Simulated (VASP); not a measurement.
# Zn2CdS3 (P3m1) in VASP: notebook

The runs below take Zn2CdS3 through single point, with PBE.

All numbers are computed with VASP 6.6.1; they aren't measurements. Logs are shortened: lines on timing, memory, paths and dates and some standing lists are left out, and cuts for length are marked.

## 1. The cell of the first run

The structure is trigonal, space group P3m1 (No. 156). The conventional cell has a = 3.951 Å, b = 3.951 Å, c = 9.775 Å, α = 90.00°, β = 90.00°, γ = 120.00°. Zn (site symmetry 3m) has 4 S at 2.35 to 2.40 Å within 3.1 Å. Within 3.1 Å of Zn (site symmetry 3m) lie 4 S at 2.35 to 2.40 Å. Cd (site symmetry 3m) has 4 S at 2.51 to 2.55 Å within 3.3 Å. Within 3.1 Å of S (site symmetry 3m) lie 4 Zn at 2.35 to 2.40 Å. Within 3.1 Å of S (site symmetry 3m) lie 1 Zn at 2.35 Å and 3 Cd at 2.51 Å. Within 3.2 Å of S (site symmetry 3m) lie 3 Zn at 2.40 Å and 1 Cd at 2.55 Å.

## 2. Single point, PBE

Contents of INCAR:

```
PREC     = Accurate       # precision mode
ENCUT    = 520            # plane-wave cutoff, eV
EDIFF    = 1E-6           # SCF threshold, eV
ISMEAR   = 0              # smearing method
SIGMA    = 0.1            # smearing width, eV
LREAL    = False          # projectors in reciprocal space
LASPH    = True           # aspherical terms in the spheres
NELM     = 80             # most SCF steps
ALGO     = Normal         # electronic algorithm
ISIF     = 2              # what is computed and relaxed
LWAVE    = False          # write WAVECAR
LCHARG   = True           # write CHGCAR
GGA      = PE             # functional
LELF     = True           # ELF
LVHAR    = True         
NBANDS   = 36             # bands
```

Contents of KPOINTS:

```
Automatic mesh
0
Gamma
  6 6 2
```

Contents of POSCAR:

```
Zn2CdS3
1.0
    3.9507637000      0.0000000000      0.0000000000
   -1.9753818000      3.4214617000      0.0000000000
    0.0000000000      0.0000000000      9.7749151000
Zn Cd S
2 1 3
Direct
    0.3333333000      0.6666667000      0.9915450000
    0.6666667000      0.3333333000      0.6754090000
    0.0000000000      0.0000000000      0.3288580000
    0.3333333000      0.6666667000      0.7507530000
    0.6666667000      0.3333333000      0.4354840000
    0.0000000000      0.0000000000      0.0679500000
```

Potentials or basis: VASP PAW PBE potentials, release 64 (Zn, Cd, S).

Started as:

```bash
$ cat potpaw_PBE.64/Zn/POTCAR potpaw_PBE.64/Cd/POTCAR potpaw_PBE.64/S/POTCAR > POTCAR
$ mpirun -np 1 vasp_std > vasp.out
```

OUTCAR:

```text
PREC = Accurate
   ENCUT = 520
   EDIFF = 1E-6
   ISMEAR = 0
   LREAL = False
   LASPH = True
   NELM = 80
   ISIF = 2
   GGA = PE

 ion  position               nearest neighbor table
   1  0.333  0.667  0.992-   4 2.35   6 2.40   6 2.40   6 2.40
   2  0.667  0.333  0.675-   5 2.35   4 2.40   4 2.40   4 2.40
   3  0.000  0.000  0.329-   5 2.51   5 2.51   5 2.51   6 2.55
   4  0.333  0.667  0.751-   1 2.35   2 2.40   2 2.40   2 2.40
   5  0.667  0.333  0.435-   2 2.35   3 2.51   3 2.51   3 2.51
   6  0.000  0.000  0.068-   1 2.40   1 2.40   1 2.40   3 2.55

  LATTYP: Found a hexagonal cell.
 ALAT       =     3.9507637000
 C/A-ratio  =     2.4741836876

  Lattice vectors:

 A1 = (   3.9507637000,   0.0000000000,   0.0000000000)
 A2 = (  -1.9753818000,   3.4214617000,   0.0000000000)
 A3 = (   0.0000000000,   0.0000000000,   9.7749151000)

Analysis of symmetry for initial positions (statically):
=====================================================================
 Subroutine PRICEL returns:
 Original cell was already a primitive cell.

 Routine SETGRP: Setting up the symmetry group for a
 hexagonal supercell.

 Subroutine GETGRP returns: Found  6 space group operations
 (whereof  6 operations were pure point group operations)
 out of a pool of 24 trial point group operations.

The static configuration has the point symmetry C_3v.

Analysis of symmetry for dynamics (positions and initial velocities):
=====================================================================
 Subroutine PRICEL returns:
 Original cell was already a primitive cell.

 Routine SETGRP: Setting up the symmetry group for a
 hexagonal supercell.

 Subroutine GETGRP returns: Found  6 space group operations
 (whereof  6 operations were pure point group operations)
 out of a pool of 24 trial point group operations.

The dynamic configuration has the point symmetry C_3v.

 Subroutine INISYM returns: Found  6 space group operations
 (whereof  6 operations are pure point group operations),
 and found     1 'primitive' translations

----------------------------------------------------------------------------------------

                                     Primitive cell

  volume of cell :     132.1313

  direct lattice vectors                    reciprocal lattice vectors
     3.950763700  0.000000000  0.000000000     0.253115619  0.146136368  0.000000000
    -1.975381800  3.421461700  0.000000000     0.000000000  0.292272744  0.000000000
     0.000000000  0.000000000  9.774915100     0.000000000  0.000000000  0.102302679

  length of vectors
     3.950763700  3.950763650  9.774915100     0.292272740  0.292272744  0.102302679

  position of ions in fractional coordinates (direct lattice)
     0.333333300  0.666666700  0.991545000
     0.666666700  0.333333300  0.675409000
     0.000000000  0.000000000  0.328858000
     0.333333300  0.666666700  0.750753000
     0.666666700  0.333333300  0.435484000
     0.000000000  0.000000000  0.067950000

  ion indices of the primitive-cell ions
   primitive index   ion index
                 1           1
                 2           2
                 3           3
                 4           4
                 5           5
                 6           6

----------------------------------------------------------------------------------------

 KPOINTS: Automatic mesh

Automatic generation of k-mesh.
 Grid dimensions read from file:
 generate k-points for:    6    6    2

 Generating k-lattice:

  Cartesian coordinates                     Fractional coordinates (reciprocal lattice)
     0.042185937  0.024356061  0.000000000     0.166666667  0.000000000  0.000000000
     0.000000000  0.048712124  0.000000000     0.000000000  0.166666667  0.000000000
     0.000000000  0.000000000  0.051151339     0.000000000  0.000000000  0.500000000

  Length of vectors
     0.048712123  0.048712124  0.051151339

  Shift w.r.t. Gamma in fractional coordinates (k-lattice)
     0.000000000  0.000000000  0.000000000

 Subroutine IBZKPT returns following result:
 ===========================================

 Found     14 irreducible k-points:

 Following reciprocal coordinates:
            Coordinates               Weight
  0.000000  0.000000  0.000000      1.000000
  0.166667  0.000000  0.000000      6.000000
  0.333333  0.000000  0.000000      6.000000
  0.500000  0.000000  0.000000      3.000000
  0.166667  0.166667  0.000000      6.000000
  0.333333  0.166667  0.000000     12.000000
  0.333333  0.333333  0.000000      2.000000
  0.000000  0.000000  0.500000      1.000000
  0.166667  0.000000  0.500000      6.000000
  0.333333  0.000000  0.500000      6.000000
  0.500000  0.000000  0.500000      3.000000
  0.166667  0.166667  0.500000      6.000000
  0.333333  0.166667  0.500000     12.000000
  0.333333  0.333333  0.500000      2.000000
   k-points           NKPTS =     14   k-points in BZ     NKDIM =     14   number of bands    NBANDS=     36
   number of dos      NEDOS =    301   number of ions     NIONS =      6
   total plane-waves  NPLWV =  72000
   dimension x,y,z NGX =    30 NGY =   30 NGZ =   80
   dimension x,y,z NGXF=    60 NGYF=   60 NGZF=  160
   ions per type =               2   1   3
   NGX,Y,Z   is equivalent  to a cutoff of  12.62, 12.62, 13.61 a.u.
   NGXF,Y,Z  is equivalent  to a cutoff of  25.25, 25.25, 27.21 a.u.
 SYSTEM =  unknown system
   PREC   = accura    normal or accurate (medium, high low for compatibility)
   ISTART =      0    job   : 0-new  1-cont  2-samecut
   ICHARG =      2    charge: 1-file 2-atom 10-const
   ISPIN  =      1    spin polarized calculation?
   LNONCOLLINEAR =      F non collinear calculations
   LSORBIT =      F    spin-orbit coupling
   LASPH  =      T    aspherical Exc in radial PAW
   ENCUT  =  520.0 eV  38.22 Ry    6.18 a.u.   7.35  7.35 18.17*2*pi/ulx,y,z
   NELM   =     80;   NELMIN=  2; NELMDL= -5     # of ELM steps
   EDIFF  = 0.1E-05   stopping-criterion for ELM
   LREAL  =      F    real-space projection
[... 7 lines left out ...]
   TEBEG  =    0.0;   TEEND  =   0.0 temperature during run
   PSTRESS=    0.0 pullay stress
   NELECT =      54.0000    total number of electrons
   NUPDOWN=      -1.0000    fix difference up-down
   EMIN   =  10.00;   EMAX   =-10.00  energy-range for DOS
   EFERMI =   0.00;   METHOD = LEGACY
   ISMEAR =     0;   SIGMA  =   0.10  broadening in eV -4-tet -1-fermi 0-gaus
   EFERMI_NEDOS =   21; number of points for ismear=-14 and -15
   IALGO  =     38    algorithm
   IMIX   =      4    mixing-type and parameters
     AMIX     =   0.40;   BMIX     =  1.00
     AMIX_MAG =   1.60;   BMIX_MAG =  1.00
  volume/ion in A,a.u.               =      22.02       148.61
  Fermi-wavevector in a.u.,A,eV,Ry     =   1.214892  2.295812 20.081675  1.475961
  Thomas-Fermi vector in A             =   2.350296
   LORBIT       =      0    0 simple, 1 ext, 2 COOP (PROOUT), +10 PAW based schemes
   GGA     = PE    functional components
   LHFCALC =     F    Hartree Fock is set to
   AEXX    =    0.0000 exact exchange contribution
   IVDW    =     0    specifies the selected vdW correction
   LEPSILON=     F    determine dielectric tensor
   LRPA    =     F    only Hartree local field effects (RPA)
 non-spin polarized calculation
 Gauss-broadening in eV      SIGMA  =   0.10
  energy-cutoff  :      520.00
  volume of cell :      132.13
 maximum number of plane-waves:      3607
 NGX is ok and might be reduce to    30
   NGX = 15   NGY = 15   NGZ = 37

 number of electron      53.9999965 magnetization

 Free energy of the ion-electron system (eV)
  ---------------------------------------------------
  ext. energy  EPLUGINS =         0.00000000
  ---------------------------------------------------
  free energy    TOTEN  =       -19.68139359 eV

  energy without entropy =      -19.68139359  energy(sigma->0) =      -19.68139359

 E-fermi :   2.1086     XC(G=0):  -9.3283

 val. band max:        1.6816735411   @ k =   0.0000   0.0000   0.0000
 cond. band min:       3.0919514092   @ k =   0.0000   0.0000   0.0000
 fundamental gap:      1.4102778681
 Fermi energy:         2.1086354080

 k-point     1 :       0.0000    0.0000    0.0000
  band No.  band energies     occupation
      1     -11.1428      2.00000
      2     -10.6573      2.00000
      3     -10.4606      2.00000
      4      -6.0320      2.00000
      5      -6.0320      2.00000
      6      -5.9067      2.00000
[... 28 lines left out ...]
     35       8.3394      0.00000
     36       8.7003      0.00000

 k-point     2 :       0.1667    0.0000    0.0000
  band No.  band energies     occupation
      1     -10.9953      2.00000
      2     -10.5575      2.00000
      3     -10.3836      2.00000
      4      -5.9846      2.00000
      5      -5.9746      2.00000
      6      -5.8585      2.00000
[... 28 lines left out ...]
     35       8.4208      0.00000
     36       8.7446      0.00000

 k-point     3 :       0.3333    0.0000    0.0000
  band No.  band energies     occupation
      1     -10.6490      2.00000
      2     -10.3609      2.00000
      3     -10.2374      2.00000
      4      -5.9097      2.00000
      5      -5.8860      2.00000
      6      -5.7184      2.00000
[... 28 lines left out ...]
     35       9.0608      0.00000
     36       9.2842      0.00000

 k-point     4 :       0.5000    0.0000    0.0000
  band No.  band energies     occupation
      1     -10.3973      2.00000
      2     -10.3168      2.00000
      3     -10.1652      2.00000
      4      -5.8864      2.00000
      5      -5.8751      2.00000
      6      -5.6728      2.00000
[... 28 lines left out ...]
     35       9.3266      0.00000
     36       9.3271      0.00000

 k-point     5 :       0.1667    0.1667    0.0000
  band No.  band energies     occupation
      1     -10.7466      2.00000
      2     -10.4052      2.00000
      3     -10.2747      2.00000
      4      -5.9483      2.00000
      5      -5.8433      2.00000
      6      -5.7954      2.00000
[... 265 lines left out ...]
 k-point    12 :       0.1667    0.1667    0.5000
  band No.  band energies     occupation
      1     -10.6975      2.00000
      2     -10.5214      2.00000
      3     -10.2077      2.00000
      4      -5.9471      2.00000
      5      -5.8451      2.00000
      6      -5.7938      2.00000
[... 28 lines left out ...]
     35       8.9566      0.00000
     36       9.1607      0.00000

 k-point    13 :       0.3333    0.1667    0.5000
  band No.  band energies     occupation
      1     -10.4117      2.00000
      2     -10.3052      2.00000
      3     -10.1692      2.00000
      4      -5.9246      2.00000
      5      -5.8050      2.00000
      6      -5.6874      2.00000
[... 28 lines left out ...]
     35       9.0862      0.00000
     36       9.4318      0.00000

 k-point    14 :       0.3333    0.3333    0.5000
  band No.  band energies     occupation
      1     -10.2530      2.00000
      2     -10.2434      2.00000
      3     -10.2076      2.00000
      4      -5.9422      2.00000
      5      -5.6985      2.00000
      6      -5.6935      2.00000
[... 28 lines left out ...]
     35       8.8515      0.00000
     36       9.3312      0.00000

------------------------ aborting loop because EDIFF is reached ----------------------------------------

  FORCE on cell =-STRESS in cart. coord.  units (eV):
  Direction    XX          YY          ZZ          XY          YZ          ZX
  --------------------------------------------------------------------------------------
  -------------------------------------------------------------------------------------
  Total        0.1879062      0.1879062      0.1729914      0.0000000      0.0000000      0.0000000
  in kB        2.2784837      2.2784836      2.0976327      0.0000000      0.0000000      0.0000000
  external PRESSURE =       2.2182000 kB  Pullay stress =       0.0000000 kB

 VOLUME and BASIS-vectors are now :
 -----------------------------------------------------------------------------
  energy-cutoff  :      520.00
  volume of cell :      132.13
      direct lattice vectors                 reciprocal lattice vectors
     3.950763700  0.000000000  0.000000000     0.253115619  0.146136368  0.000000000
    -1.975381800  3.421461700  0.000000000     0.000000000  0.292272744  0.000000000
     0.000000000  0.000000000  9.774915100     0.000000000  0.000000000  0.102302679

 POSITION                                       TOTAL-FORCE (eV/Angst)
 -----------------------------------------------------------------------------------
     -0.00000      2.28097      9.69227        -0.000000      0.000000      0.002705
      1.97538      1.14049      6.60207         0.000000      0.000000     -0.000865
      0.00000      0.00000      3.21456         0.000000      0.000000     -0.018974
     -0.00000      2.28097      7.33855        -0.000000      0.000000     -0.002667
      1.97538      1.14049      4.25682         0.000000     -0.000000      0.034065
      0.00000      0.00000      0.66421         0.000000     -0.000000     -0.014263
 -----------------------------------------------------------------------------------
    total drift:                               -0.000006      0.000008     -0.001304

  FREE ENERGIE OF THE ION-ELECTRON SYSTEM (eV)
  ---------------------------------------------------
  free  energy   TOTEN  =       -19.6813935932 eV

  energy  without entropy=      -19.6813935932  energy(sigma->0) =      -19.68139359
```

Run time: 62 s. Hardware: 1 thread of Intel Xeon 6975P-C (Granite Rapids), shared host; peak memory 0.27 GiB.

What came out:

```yaml
Free_energy: -19.6814 eV
Pressure: 0.2 GPa
Largest_force: 0.034 eV/Å
Band_gap_on_the_k_mesh: 1.41 eV
```

Forces in eV/Å, atoms in the order of the input:
```
Zn   0.000  0.000  0.003
Zn   0.000  0.000 -0.001
Cd   0.000  0.000 -0.019
S    0.000  0.000 -0.003
S    0.000  0.000  0.034
S    0.000  0.000 -0.014
```

## 3. Single point, PBE

Contents of INCAR:

```
SYSTEM = Zn2CdS3
  PREC = Accurate
  ENCUT = 520
  EDIFF = 1E-7
  ISMEAR = 0
  SIGMA = 0.02
  LREAL = .FALSE.
  LASPH = .TRUE.
  NELM = 100
  ALGO = Normal
  ISIF = 2
  LWAVE = .FALSE.
  LCHARG = .FALSE.
  GGA = PE
  NBANDS = 36
```

Contents of KPOINTS:

```
regular mesh
0
G
  12 12 4
  0 0 0
```

Contents of POSCAR:

```
Zn2CdS3
1.0
    3.9507636835     -0.0000000289      0.0000000000
   -1.9753818168      3.4214617287      0.0000000000
    0.0000000000      0.0000000000      9.7749151000
Zn Cd S
2 1 3
Direct
    0.3333333333      0.6666666667      0.9915450000
    0.6666666667      0.3333333333      0.6754090000
    0.0000000000      0.0000000000      0.3288580000
    0.3333333333      0.6666666667      0.7507530000
    0.6666666667      0.3333333333      0.4354840000
    0.0000000000      0.0000000000      0.0679500000
```

Potentials or basis: VASP PAW PBE potentials, release 64 (Zn, Cd, S).

Started as:

```bash
$ cat potpaw_PBE.64/Zn/POTCAR potpaw_PBE.64/Cd/POTCAR potpaw_PBE.64/S/POTCAR > POTCAR
$ mpirun -np 1 vasp_std > vasp.out
```

Wall time 4.2 min (1 thread of Intel Xeon 6975P-C (Granite Rapids), shared host); peak memory 0.45 GiB.

The run converged. Its results:

```
Free energy            : -19.6869 eV
Pressure               : 0.2 GPa
Largest force          : 0.033 eV/Å
Band gap on the k mesh : 1.41 eV
```

Forces on the atoms (eV/Å):
```
Zn   0.000  0.000  0.004
Zn   0.000  0.000  0.000
Cd   0.000  0.000 -0.018
S    0.000  0.000 -0.004
S    0.000  0.000  0.033
S    0.000  0.000 -0.015
```

Levels at points of the mesh, in eV from the valence-band top:
| k point | band 25 | band 26 | band 27 | band 28 | band 29 | band 30 |
| --- | --- | --- | --- | --- | --- | --- |
| (0.00, 0.00, 0.00) | -0.20 | 0.00 | 0.00 | 1.41 | 2.82 | 3.40 |
| (0.50, 0.00, 0.00) | -1.73 | -1.38 | -0.94 | 3.28 | 3.82 | 3.89 |
| (0.00, 0.00, 0.50) | -0.50 | -0.08 | -0.08 | 2.47 | 2.62 | 3.15 |
| (0.50, 0.00, 0.50) | -1.68 | -0.95 | -0.77 | 2.94 | 3.66 | 4.18 |
